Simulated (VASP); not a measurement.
# BAs (F-43m) in VASP: single point with PBE

Aim: the single point of BAs with PBE.

Program: VASP 6.6.1. These are calculated values, not measurements. Logs are shortened: lines on timing, memory, paths and dates and some standing lists are left out, and cuts for length are marked.

## (1) The cell of the first run

The structure is cubic, space group F-43m (No. 216). Conventional cell: a = 4.777 Å, b = 4.777 Å, c = 4.777 Å, α = 90.00°, β = 90.00°, γ = 90.00°. Within 2.7 Å of B (site symmetry -43m) lie 4 As at 2.07 Å. As (site symmetry -43m) has 4 B at 2.07 Å within 2.7 Å.

## (2) Single point, PBE

Contents of INCAR:

```
ALGO = Normal ; EDIFF = 1E-7
ENCUT = 520 ; GGA = PE
ISIF = 2 ; ISMEAR = 0
LASPH = T ; LCHARG = T
LELF = T ; LREAL = F
LVHAR = T ; LWAVE = F
NBANDS = 11 ; NELM = 100
PREC = Accurate ; SIGMA = 0.01
```

Contents of KPOINTS:

```
k-points
0
Gamma
  6 6 6
```

Contents of POSCAR:

```
BAs
1.0
    3.3778490000      0.0000000000      0.0000000000
    1.6889245000      2.9253030441      0.0000000000
    1.6889245000      0.9751010147      2.7580021594
B As
1 1
Direct
    0.0000000000      0.0000000000      0.0000000000
    0.2500000000      0.2500000000      0.2500000000
```

Potentials or basis: VASP PAW PBE potentials, release 64 (B, As).

Run with:

```
$ cat potpaw_PBE.64/B/POTCAR potpaw_PBE.64/As/POTCAR > POTCAR
$ mpirun -np 1 vasp_std > vasp.out
```

OUTCAR:

```text
EDIFF = 1E-7
   ENCUT = 520
   GGA = PE
   ISIF = 2
   ISMEAR = 0
   LASPH = T
   LREAL = F
   NELM = 100
   PREC = Accurate

 ion  position               nearest neighbor table
   1  0.000  0.000  0.000-   2 2.07   2 2.07   2 2.07   2 2.07
   2  0.250  0.250  0.250-   1 2.07   1 2.07   1 2.07   1 2.07

  LATTYP: Found a face centered cubic cell.
 ALAT       =     4.7769998674

  Lattice vectors:

 A1 = (   3.3778490000,   0.0000000000,   0.0000000000)
 A2 = (   1.6889245000,   2.9253030441,   0.0000000000)
 A3 = (   1.6889245000,   0.9751010147,   2.7580021594)

Analysis of symmetry for initial positions (statically):
=====================================================================
 Subroutine PRICEL returns:
 Original cell was already a primitive cell.

 Routine SETGRP: Setting up the symmetry group for a
 face centered cubic supercell.

 Subroutine GETGRP returns: Found 24 space group operations
 (whereof 24 operations were pure point group operations)
 out of a pool of 48 trial point group operations.

The static configuration has the point symmetry T_d .

Analysis of symmetry for dynamics (positions and initial velocities):
=====================================================================
 Subroutine PRICEL returns:
 Original cell was already a primitive cell.

 Routine SETGRP: Setting up the symmetry group for a
 face centered cubic supercell.

 Subroutine GETGRP returns: Found 24 space group operations
 (whereof 24 operations were pure point group operations)
 out of a pool of 48 trial point group operations.

The dynamic configuration has the point symmetry T_d .

 Subroutine INISYM returns: Found 24 space group operations
 (whereof 24 operations are pure point group operations),
 and found     1 'primitive' translations

----------------------------------------------------------------------------------------

                                     Primitive cell

  volume of cell :      27.2525

  direct lattice vectors                    reciprocal lattice vectors
     3.377849000  0.000000000  0.000000000     0.296046389 -0.170922463 -0.120860432
     1.688924500  2.925303044  0.000000000     0.000000000  0.341844925 -0.120860432
     1.688924500  0.975101015  2.758002159     0.000000000  0.000000000  0.362581297

  length of vectors
     3.377849000  3.377849000  3.377849000     0.362581297  0.362581297  0.362581297

  position of ions in fractional coordinates (direct lattice)
     0.000000000  0.000000000  0.000000000
     0.250000000  0.250000000  0.250000000

  ion indices of the primitive-cell ions
   primitive index   ion index
                 1           1
                 2           2

----------------------------------------------------------------------------------------

 KPOINTS: k-points

Automatic generation of k-mesh.
 Grid dimensions read from file:
 generate k-points for:    6    6    6

 Generating k-lattice:

  Cartesian coordinates                     Fractional coordinates (reciprocal lattice)
     0.049341065 -0.028487077 -0.020143405     0.166666667  0.000000000  0.000000000
     0.000000000  0.056974154 -0.020143405     0.000000000  0.166666667  0.000000000
     0.000000000  0.000000000  0.060430216     0.000000000  0.000000000  0.166666667

  Length of vectors
     0.060430216  0.060430216  0.060430216

  Shift w.r.t. Gamma in fractional coordinates (k-lattice)
     0.000000000  0.000000000  0.000000000

 Subroutine IBZKPT returns following result:
 ===========================================

 Found     16 irreducible k-points:

 Following reciprocal coordinates:
            Coordinates               Weight
  0.000000  0.000000  0.000000      1.000000
  0.166667  0.000000  0.000000      8.000000
  0.333333  0.000000  0.000000      8.000000
  0.500000  0.000000  0.000000      4.000000
  0.166667  0.166667  0.000000      6.000000
  0.333333  0.166667  0.000000     24.000000
[... 8 lines left out ...]
 -0.333333  0.333333  0.166667     24.000000
 -0.333333  0.500000  0.166667     12.000000
   k-points           NKPTS =     16   k-points in BZ     NKDIM =     16   number of bands    NBANDS=     11
   number of dos      NEDOS =    301   number of ions     NIONS =      2
   total plane-waves  NPLWV =  21952
   dimension x,y,z NGX =    28 NGY =   28 NGZ =   28
   dimension x,y,z NGXF=    56 NGYF=   56 NGZF=   56
   ions per type =               1   1
   NGX,Y,Z   is equivalent  to a cutoff of  13.78, 13.78, 13.78 a.u.
   NGXF,Y,Z  is equivalent  to a cutoff of  27.56, 27.56, 27.56 a.u.
 SYSTEM =  unknown system
   PREC   = accura    normal or accurate (medium, high low for compatibility)
   ISTART =      0    job   : 0-new  1-cont  2-samecut
   ICHARG =      2    charge: 1-file 2-atom 10-const
   ISPIN  =      1    spin polarized calculation?
   LNONCOLLINEAR =      F non collinear calculations
   LSORBIT =      F    spin-orbit coupling
   LASPH  =      T    aspherical Exc in radial PAW
   ENCUT  =  520.0 eV  38.22 Ry    6.18 a.u.   6.28  6.28  6.28*2*pi/ulx,y,z
   NELM   =    100;   NELMIN=  2; NELMDL= -5     # of ELM steps
   EDIFF  = 0.1E-06   stopping-criterion for ELM
   LREAL  =      F    real-space projection
   EDIFFG = 0.1E-05   stopping-criterion for IOM
   NSW    =      0    number of steps for IOM
   IBRION =     -1    ionic relax: 0-MD 1-quasi-New 2-CG
   NFREE  =      0    steps in history (QN), initial steepest desc. (CG)
   ISIF   =      2    stress and relaxation
   ISYM   =      2    0-nonsym 1-usesym 2-fastsym
   POTIM  = 0.5000    time-step for ionic-motion
   TEBEG  =    0.0;   TEEND  =   0.0 temperature during run
   PSTRESS=    0.0 pullay stress
   NELECT =       8.0000    total number of electrons
   NUPDOWN=      -1.0000    fix difference up-down
   EMIN   =  10.00;   EMAX   =-10.00  energy-range for DOS
   EFERMI =   0.00;   METHOD = LEGACY
   ISMEAR =     0;   SIGMA  =   0.01  broadening in eV -4-tet -1-fermi 0-gaus
   EFERMI_NEDOS =   21; number of points for ismear=-14 and -15
   IALGO  =     38    algorithm
   IMIX   =      4    mixing-type and parameters
     AMIX     =   0.40;   BMIX     =  1.00
     AMIX_MAG =   1.60;   BMIX_MAG =  1.00
  volume/ion in A,a.u.               =      13.63        91.95
  Fermi-wavevector in a.u.,A,eV,Ry     =   1.088018  2.056057 16.106361  1.183784
  Thomas-Fermi vector in A             =   2.224191
   LORBIT       =      0    0 simple, 1 ext, 2 COOP (PROOUT), +10 PAW based schemes
   GGA     = PE    functional components
   LHFCALC =     F    Hartree Fock is set to
   AEXX    =    0.0000 exact exchange contribution
   IVDW    =     0    specifies the selected vdW correction
   LEPSILON=     F    determine dielectric tensor
   LRPA    =     F    only Hartree local field effects (RPA)
 non-spin polarized calculation
 Gauss-broadening in eV      SIGMA  =   0.01
  energy-cutoff  :      520.00
  volume of cell :       27.25
 maximum number of plane-waves:       754
 NGX is ok and might be reduce to    28
   NGX = 13   NGY = 13   NGZ = 13

 number of electron       8.0000000 magnetization

 Free energy of the ion-electron system (eV)
  ---------------------------------------------------
  ext. energy  EPLUGINS =         0.00000000
  ---------------------------------------------------
  free energy    TOTEN  =       -11.38765304 eV

  energy without entropy =      -11.38765304  energy(sigma->0) =      -11.38765304

 E-fermi :   6.1780     XC(G=0): -10.5810

 val. band max:        6.1323590055   @ k =   0.0000   0.0000   0.0000
 cond. band min:       7.4049380325   @ k =   0.3333   0.3333   0.0000
 fundamental gap:      1.2725790269
 Fermi energy:         6.1780249570

 k-point     1 :       0.0000    0.0000    0.0000
  band No.  band energies     occupation
      1      -9.2707      2.00000
      2       6.1324      2.00000
      3       6.1324      2.00000
      4       6.1324      2.00000
      5       9.4062      0.00000
      6       9.4062      0.00000
      7       9.4062      0.00000
      8      10.8196      0.00000
      9      15.7143      0.00000
     10      19.0788      0.00000
     11      19.0788      0.00000

 k-point     2 :       0.1667    0.0000    0.0000
  band No.  band energies     occupation
      1      -8.8178      2.00000
      2       3.1732      2.00000
      3       5.4502      2.00000
      4       5.4502      2.00000
      5       9.4327      0.00000
      6      10.2934      0.00000
      7      10.2934      0.00000
      8      12.7819      0.00000
      9      17.1353      0.00000
     10      17.4187      0.00000
     11      17.4187      0.00000

 k-point     3 :       0.3333    0.0000    0.0000
  band No.  band energies     occupation
      1      -7.5516      2.00000
      2      -0.6107      2.00000
      3       4.6156      2.00000
      4       4.6156      2.00000
      5       8.9950      0.00000
      6      10.9583      0.00000
      7      10.9583      0.00000
      8      14.8126      0.00000
      9      17.6256      0.00000
     10      18.1538      0.00000
     11      18.1538      0.00000

 k-point     4 :       0.5000    0.0000    0.0000
  band No.  band energies     occupation
      1      -6.3986      2.00000
      2      -2.6585      2.00000
      3       4.3099      2.00000
      4       4.3099      2.00000
      5       8.8237      0.00000
      6      10.9100      0.00000
      7      10.9100      0.00000
      8      14.9958      0.00000
      9      18.8483      0.00000
     10      20.7003      0.00000
     11      20.7003      0.00000
[... 127 lines left out ...]
 k-point    14 :       0.5000    0.3333    0.1667
  band No.  band energies     occupation
      1      -6.4704      2.00000
      2      -0.6242      2.00000
      3       1.2558      2.00000
      4       2.9147      2.00000
      5       9.9109      0.00000
      6      11.3229      0.00000
      7      11.9941      0.00000
      8      15.1750      0.00000
      9      17.5791      0.00000
     10      19.8627      0.00000
     11      22.2194      0.00000

 k-point    15 :      -0.3333    0.3333    0.1667
  band No.  band energies     occupation
      1      -5.4423      2.00000
      2      -1.9187      2.00000
      3       0.7154      2.00000
      4       2.2663      2.00000
      5      10.4622      0.00000
      6      11.3701      0.00000
      7      13.5837      0.00000
      8      15.0311      0.00000
      9      16.3777      0.00000
     10      20.5877      0.00000
     11      22.4104      0.00000

 k-point    16 :      -0.3333    0.5000    0.1667
  band No.  band energies     occupation
      1      -4.9618      2.00000
      2      -2.0764      2.00000
      3       0.9763      2.00000
      4       1.1716      2.00000
      5       9.9021      0.00000
      6      10.1190      0.00000
      7      14.7767      0.00000
      8      15.0215      0.00000
      9      18.4394      0.00000
     10      21.7906      0.00000
     11      21.9613      0.00000

------------------------ aborting loop because EDIFF is reached ----------------------------------------

  FORCE on cell =-STRESS in cart. coord.  units (eV):
  Direction    XX          YY          ZZ          XY          YZ          ZX
  --------------------------------------------------------------------------------------
  -------------------------------------------------------------------------------------
  Total        0.5899285      0.5899285      0.5899285      0.0000000     -0.0000000     -0.0000000
  in kB       34.6820075     34.6820075     34.6820075      0.0000000     -0.0000000     -0.0000000
  external PRESSURE =      34.6820075 kB  Pullay stress =       0.0000000 kB

 VOLUME and BASIS-vectors are now :
 -----------------------------------------------------------------------------
  energy-cutoff  :      520.00
  volume of cell :       27.25
      direct lattice vectors                 reciprocal lattice vectors
     3.377849000  0.000000000  0.000000000     0.296046389 -0.170922463 -0.120860432
     1.688924500  2.925303044  0.000000000     0.000000000  0.341844925 -0.120860432
     1.688924500  0.975101015  2.758002159     0.000000000  0.000000000  0.362581297

 POSITION                                       TOTAL-FORCE (eV/Angst)
 -----------------------------------------------------------------------------------
      0.00000      0.00000      0.00000        -0.000000      0.000000     -0.000000
      1.68892      0.97510      0.68950         0.000000     -0.000000      0.000000
 -----------------------------------------------------------------------------------
    total drift:                               -0.000000     -0.000000     -0.000000

  FREE ENERGIE OF THE ION-ELECTRON SYSTEM (eV)
  ---------------------------------------------------
  free  energy   TOTEN  =       -11.3876530388 eV

  energy  without entropy=      -11.3876530388  energy(sigma->0) =      -11.38765304
```

Wall time 12 s (1 thread of Intel Xeon 8259CL, shared host); peak memory 0.12 GiB.

Results:

| Quantity | Value |
| --- | --- |
| Free energy | -11.3877 eV |
| Pressure | 3.5 GPa |
| Band gap on the k mesh | 1.27 eV, indirect (least direct gap 3.27 eV) |

Levels at points of the mesh, in eV from the valence-band top:
```
           k point  band 1  band 2  band 3  band 4  band 5  band 6  band 7  band 8  band 9
(0.00, 0.00, 0.00)  -15.40    0.00    0.00    0.00    3.27    3.27    3.27    4.69    9.58
(0.50, 0.00, 0.00)  -12.53   -8.79   -1.82   -1.82    2.69    4.78    4.78    8.86   12.72
(0.50, 0.50, 0.00)  -11.21   -8.53   -4.08   -4.08    1.42    1.44   11.37   11.37   12.87
```

A k mesh can miss the band edges.
